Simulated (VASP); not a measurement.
# Ba: single point with PBEsol

The system is Ba.

```xyz
1
Lattice="-2.5083 2.5083 2.5083 2.5083 -2.5083 2.5083 2.5083 2.5083 -2.5083" Properties=species:S:1:pos:R:3 pbc="T T T"
Ba    0.0000    0.0000    0.0000
```

- Program: VASP 6.6.1
- Task: single point
- Functional: PBEsol
- Potentials or basis: VASP PAW PBE potentials, release 64 (Ba_sv)
- Cutoff: 520 eV
- k mesh: 10 × 10 × 10
- Occupations: fermi-dirac, width 0.05 eV
- Spin: no spin polarisation

- Pressure: -0.6 GPa
- Band gap on the k mesh: zero (bands 5 and 6 overlap by 0.85 eV)

Levels at points of the mesh, in eV from the Fermi level:
| k point | band 2 | band 3 | band 4 | band 5 | band 6 | band 7 | band 8 | band 9 |
| --- | --- | --- | --- | --- | --- | --- | --- | --- |
| (0.00, 0.00, 0.00) | -13.78 | -13.78 | -13.78 | -2.75 | 1.82 | 1.82 | 1.82 | 3.25 |
| (0.50, 0.00, 0.00) | -14.24 | -13.93 | -13.78 | -0.89 | 0.69 | 1.26 | 3.21 | 3.80 |
| (0.50, 0.50, 0.50) | -14.10 | -14.10 | -14.10 | -0.52 | -0.52 | 4.34 | 4.34 | 4.34 |

Wall time 22 s on 1 thread of Intel Xeon 8259CL, on a shared host, peak memory 0.19 GiB.

Caveat: the PAW data sets were made with another functional, which shifts forces and pressure a little; spin-orbit coupling is left out, which moves the levels of the heavy elements.
